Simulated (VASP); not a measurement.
# Si20H11Cl2 in VASP: notebook, part 2 of 2

VASP 6.6.1. The steps go on from the part before.

### Step 3. Single point, PBEsol, collinear spin, zero start

File INCAR:

```
  ALGO = Normal
  EDIFF = 1E-6
  ENCUT = 520
  GGA = PS
  ISIF = 2
  ISMEAR = 0
  ISPIN = 2
  LASPH = T
  LCHARG = T
  LELF = T
  LORBIT = 11
  LREAL = Auto
  LVHAR = T
  LWAVE = F
  MAGMOM = 0 0 0 0 0 0 0 0 0 0 0 0 0 0 0 0 0 0 0 0 0 0 0 0 0 0 0 0 0 0 0 0 0
  NBANDS = 78
  NELM = 150
  PREC = Accurate
  SIGMA = 0.05
```

File KPOINTS:

```
k-points
0
Gamma
  1 1 1
```

File POSCAR:

```
Si20H11Cl2
1.0
    7.6791800000      0.0000000000      0.0000000000
    0.0000000000      7.6791800000      0.0000000000
    0.0000000000      0.0000000000     18.5543620000
H Si Cl
11 20 2
Direct
    0.4093920184      0.0000000000      0.0538956823
    0.0906079816      0.0000000000      0.0538956823
    0.9093920184      0.0000000000      0.0538956823
    0.5906079816      0.0000000000      0.0538956823
    0.4093920184      0.5000000000      0.0538956823
    0.0906079816      0.5000000000      0.0538956823
    0.9093920184      0.5000000000      0.0538956823
    0.5906079816      0.5000000000      0.0538956823
    0.6993763657      0.0139142461      0.4564680262
    0.2577288200      0.6261225808      0.4356871985
    0.7388627432      0.4719236950      0.4578575647
    0.2500000000      0.0000000000      0.1005423954
    0.7500000000      0.0000000000      0.1005423954
    0.2500000000      0.5000000000      0.1005423954
    0.7500000000      0.5000000000      0.1005423954
    0.2465772387      0.2496140213      0.1684030418
    0.7423663725      0.2508559508      0.1703210275
    0.2470959139      0.7503892343      0.1758992306
    0.7390875067      0.7538523644      0.1730383939
   -0.0026993768      0.2403924638      0.2384371934
    0.4907630763      0.2656434671      0.2389459686
   -0.0103603510      0.7296486083      0.2462305629
    0.4941367438      0.7776207876      0.2495475727
   -0.0919844306     -0.0096950456      0.2949541461
    0.4686053719      0.0382376764      0.3242866017
    0.0011320219      0.4771879289      0.3179837711
    0.5094273086      0.5144258892      0.3104167096
    0.3170617175      0.2003271183      0.4284757945
    0.7204443704      0.0980062975      0.3828082582
    0.2624139557      0.4801103764      0.3807780079
    0.7457608755      0.4091430335      0.3808652111
    0.3120953018      1.2477186366      0.5392491534
    0.0744918077      1.0431467943      0.4105498750
```

Potentials or basis: VASP PAW PBE potentials, release 64 (H, Si, Cl).

Started as:

```console
> cat potpaw_PBE.64/H/POTCAR potpaw_PBE.64/Si/POTCAR potpaw_PBE.64/Cl/POTCAR > POTCAR
> mpirun -np 1 vasp_gam > vasp.out
```

OUTCAR:

```text
EDIFF = 1E-6
   ENCUT = 520
   GGA = PS
   ISIF = 2
   ISMEAR = 0
   ISPIN = 2
   LASPH = T
   LORBIT = 11
   LREAL = Auto
   NELM = 150
   PREC = Accurate

 ion  position               nearest neighbor table
   1  0.409  0.000  0.054-  12 1.50
   2  0.091  0.000  0.054-  12 1.50
   3  0.909  0.000  0.054-  13 1.50
   4  0.591  0.000  0.054-  13 1.50
   5  0.409  0.500  0.054-  14 1.50
   6  0.091  0.500  0.054-  14 1.50
   7  0.909  0.500  0.054-  15 1.50
   8  0.591  0.500  0.054-  15 1.50
   9  0.699  0.014  0.456-  29 1.52
  10  0.258  0.626  0.436-  30 1.52
  11  0.739  0.472  0.458-  31 1.51
  12  0.250  0.000  0.101-   1 1.50   2 1.50  16 2.29  18 2.37
  13  0.750  0.000  0.101-   3 1.50   4 1.50  19 2.32  17 2.32
  14  0.250  0.500  0.101-   5 1.50   6 1.50  16 2.30  18 2.38
[... 431 lines left out ...]
      3.14379      3.83959      1.00000        -0.719740      0.035180      0.084939
      0.69580      3.83959      1.00000         0.800918      0.166809     -0.010039
[... 25 lines left out ...]
      2.39664      1.90228     10.00542         0.077254     -0.376764      0.013757
      0.57204      0.33133      7.61749        -0.098531      0.037423      0.066130
 -----------------------------------------------------------------------------------
    total drift:                               -0.003932     -0.001030      0.017029

  FREE ENERGIE OF THE ION-ELECTRON SYSTEM (eV)
  ---------------------------------------------------
  free  energy   TOTEN  =      -145.5271318082 eV

  energy  without entropy=     -145.5271287710  energy(sigma->0) =     -145.52713029

 total charge

# of ion       s       p       d       tot
------------------------------------------
    1        0.561   0.018   0.000   0.580
    2        0.563   0.018   0.000   0.581
    3        0.563   0.018   0.000   0.581
    4        0.565   0.018   0.000   0.583
    5        0.561   0.018   0.000   0.579
    6        0.565   0.018   0.000   0.583
[... 25 lines left out ...]
   32        1.597   3.498   0.000   5.094
   33        1.614   3.466   0.000   5.080
--------------------------------------------------
tot         24.077  26.573   0.000  50.650

 magnetization (x)

# of ion       s       p       d       tot
------------------------------------------
    1       -0.000  -0.000   0.000  -0.000
    2        0.000   0.000   0.000   0.000
    3        0.000   0.000   0.000   0.000
    4       -0.002  -0.000   0.000  -0.002
    5       -0.004  -0.000   0.000  -0.004
    6        0.000  -0.000   0.000  -0.000
[... 25 lines left out ...]
   32       -0.002  -0.031   0.000  -0.033
   33       -0.002  -0.013   0.000  -0.015
--------------------------------------------------
tot         -0.190  -0.188   0.000  -0.378
```

It took 5.2 min on 1 thread of Intel Xeon 6975P-C (Granite Rapids), shared host; peak memory 1.3 GiB.

What came out:

```yaml
Free_energy: -145.5271 eV
Largest_force: 0.991 eV/Å
Net_moment: -1.00 μB per cell
Site_moments: H -0.00, +0.00, -0.01 (each value once); Si +0.00, -0.00, -0.04, -0.01, -0.02, -0.05, -0.07 (each value once); Cl -0.03, -0.01 μB
Valence_electrons_inside_the_program's_atomic_spheres: H 0.58, 0.55, 0.56 (each value once); Si 1.76, 1.77, 1.75, 1.73, 1.69, 1.71, 1.72, 1.70, 1.67, 1.65, 1.56 (each value once); Cl 5.09, 5.08
```

Forces in eV/Å, atoms in the order of the input:
```
H   -0.746 -0.124  0.095
H    0.787 -0.038  0.033
H   -0.760  0.023  0.050
H    0.793 -0.059 -0.003
H   -0.720  0.035  0.085
H    0.801  0.167 -0.010
H   -0.757  0.073  0.028
H    0.726  0.031  0.043
H    0.343  0.184 -0.249
H   -0.021 -0.227  0.078
H    0.054  0.018 -0.028
Si  -0.143 -0.363 -0.031
Si   0.021  0.075 -0.065
Si  -0.178  0.257  0.096
Si  -0.176  0.266  0.060
Si  -0.073 -0.010 -0.002
Si   0.093  0.007 -0.041
Si  -0.109  0.013 -0.071
Si   0.055 -0.115 -0.006
Si  -0.153  0.252 -0.191
Si   0.027 -0.036  0.082
Si   0.016 -0.020 -0.095
Si   0.042  0.005  0.087
Si   0.513  0.049  0.436
Si  -0.226 -0.048  0.193
Si  -0.056 -0.082 -0.157
Si   0.044 -0.019  0.097
Si   0.240 -0.167 -0.947
Si  -0.455  0.088  0.364
Si   0.080  0.108  0.077
Si  -0.042 -0.002 -0.087
Cl   0.077 -0.377  0.014
Cl  -0.099  0.037  0.066
```

Caveat: the k points lie up to 0.82 Å⁻¹ apart, too coarse for converged energies, forces and pressures; there is no dipole correction, which matters where the two faces differ; the PAW data sets were made with another functional, which shifts forces and pressure a little.

### Step 4. Single point, PBEsol, collinear spin, zero start

File INCAR:

```
SYSTEM = Si20H11Cl2
PREC = Accurate
ENCUT = 520
EDIFF = 1E-6
ISMEAR = 0
SIGMA = 0.05
LREAL = Auto
LASPH = .True.
NELM = 150
ALGO = Normal
ISIF = 2
LWAVE = .False.
LCHARG = .True.
ISPIN = 2
MAGMOM = 0 0 0 0 0 0 0 0 0 0 0 0 0 0 0 0 0 0 0 0 0 0 0 0 0 0 0 0 0 0 0 0 0
LORBIT = 11
GGA = PS
LELF = .True.
LVHAR = .True.
NBANDS = 78
```

File KPOINTS:

```
regular mesh
0
Gamma
  1 1 1
  0 0 0
```

File POSCAR:

```
Si20H11Cl2
1.0
    7.6791800000      0.0000000000      0.0000000000
    0.0000000000      7.6791800000      0.0000000000
    0.0000000000      0.0000000000     18.5543620000
H Si Cl
11 20 2
Direct
    0.4093920184      0.0000000000      0.0538956823
    0.0906079816      0.0000000000      0.0538956823
    0.9093920184      0.0000000000      0.0538956823
    0.5906079816      0.0000000000      0.0538956823
    0.4093920184      0.5000000000      0.0538956823
    0.0906079816      0.5000000000      0.0538956823
    0.9093920184      0.5000000000      0.0538956823
    0.5906079816      0.5000000000      0.0538956823
    0.8386450116      0.0053645051      0.4493378969
    0.2407405478      0.5123527512      0.4492208355
    0.7547476423      0.4803597520      0.4549636899
    0.2500000000      0.0000000000      0.1005423954
    0.7500000000      0.0000000000      0.1005423954
    0.2500000000      0.5000000000      0.1005423954
    0.7500000000      0.5000000000      0.1005423954
    0.2487682279      0.2498318831      0.1677244413
    0.7438062397      0.2494227248      0.1676670963
    0.2492451017      0.7493044830      0.1746209867
    0.7496571248      0.7507887561      0.1748758594
   -0.0039784196      0.2518423842      0.2336062000
    0.4955658026      0.2416827057      0.2380032253
   -0.0006589245      0.7509843499      0.2482284220
    0.4990851888      0.7419108551      0.2480453922
   -0.0081555583      0.0156936027      0.3089629813
    0.4943164505     -0.0008717077      0.3164163230
    0.0005753218      0.4871591758      0.3123850338
    0.5039944369      0.4819450775      0.3145175781
    0.2450789017      0.1028230879      0.3870794911
    0.7254294078      0.0927903761      0.3935940239
    0.2505909485      0.4163427606      0.3779763486
    0.7541227058      0.4049097690      0.3799226295
    0.5113883253      1.0933007170      0.4786293379
    0.1241855250      1.0226978662      0.4815714493
```

Started as:

```console
> cat potpaw_PBE.64/H/POTCAR potpaw_PBE.64/Si/POTCAR potpaw_PBE.64/Cl/POTCAR > POTCAR
> mpirun -np 1 vasp_gam > vasp.out
```

It took 5.8 min on 1 thread of Intel Xeon 6975P-C (Granite Rapids), shared host; peak memory 1.4 GiB.

It converged, with:

| Item | Value |
| --- | --- |
| Free energy | -146.1580 eV |
| Largest force | 0.793 eV/Å |
| Net moment | 1.00 μB per cell |
| Site moments | H +0.00, +0.01, -0.00 (each value once); Si -0.00, +0.01, +0.00, +0.16, +0.04, +0.05 (each value once); Cl +0.07, -0.00 μB |
| Valence electrons inside the program's atomic spheres | H 0.58, 0.56, 0.55 (each value once); Si 1.77, 1.76, 1.70, 1.71, 1.74, 1.73, 1.69, 1.67, 1.66, 1.56, 1.62 (each value once); Cl 5.07, 5.10 |

Forces on the atoms (eV/Å):
```
H   -0.755 -0.094  0.047
H    0.784 -0.110  0.045
H   -0.776 -0.079  0.053
H    0.768 -0.123  0.009
H   -0.677  0.103 -0.003
H    0.766  0.070  0.026
H   -0.746  0.030  0.078
H    0.707  0.138 -0.035
H   -0.029  0.019 -0.072
H    0.051 -0.307  0.015
H   -0.011 -0.027 -0.017
Si   0.006 -0.314 -0.111
Si  -0.046 -0.278 -0.162
Si   0.032  0.256 -0.044
Si  -0.200  0.296  0.024
Si  -0.032 -0.009  0.018
Si   0.032 -0.017  0.018
Si   0.014  0.003  0.000
Si   0.009 -0.052 -0.041
Si  -0.048  0.042 -0.063
Si  -0.003  0.000  0.050
Si  -0.050 -0.003 -0.055
Si   0.022  0.034 -0.003
Si   0.377 -0.067  0.077
Si  -0.090 -0.044 -0.031
Si  -0.026  0.087  0.123
Si  -0.033  0.008  0.056
Si  -0.207 -0.038 -0.288
Si  -0.075  0.073  0.317
Si  -0.047  0.091  0.016
Si   0.051  0.029 -0.043
Cl   0.153  0.287 -0.148
Cl   0.081 -0.004  0.145
```

Levels at points of the mesh, in eV from the Fermi level:
Spin up:
| k point | band 50 | band 51 | band 52 | band 53 | band 54 | band 55 | band 56 | band 57 |
| --- | --- | --- | --- | --- | --- | --- | --- | --- |
| (0.00, 0.00, 0.00) | -1.12 | -1.00 | -0.82 | -0.22 | 0.77 | 1.00 | 1.26 | 1.52 |
Spin down:
```csv
k point,band 48,band 49,band 50,band 51,band 52,band 53,band 54,band 55,band 56,band 57
"(0.00, 0.00, 0.00)",-1.35,-1.20,-1.07,-0.96,-0.78,0.22,0.79,1.01,1.30,1.58
```

Caveat: the k points lie up to 0.82 Å⁻¹ apart, too coarse for converged energies, forces and pressures; there is no dipole correction, which matters where the two faces differ; the PAW data sets were made with another functional, which shifts forces and pressure a little.

### Step 5. Overview

```tsv
cell	moment (μB)	largest force (eV/Å)
as given, atomic positions A	1.00	0.83
as given, atomic positions B	1.00	0.99
as given, atomic positions C	1.00	0.79
```

Alike in all rows: task single point; level PBEsol; potentials or basis VASP PAW PBE potentials, release 64 (H, Si, Cl); spin collinear, zero start; k mesh 1 × 1 × 1; cutoff (eV) 520; smearing gaussian 0.05 eV.

Caveats: all runs use coarse meshes; there is no dipole correction, which matters where the two faces differ; the PAW data sets were made with another functional, which shifts forces and pressure a little.

Absolute energies hang on the potentials; compare differences alone.
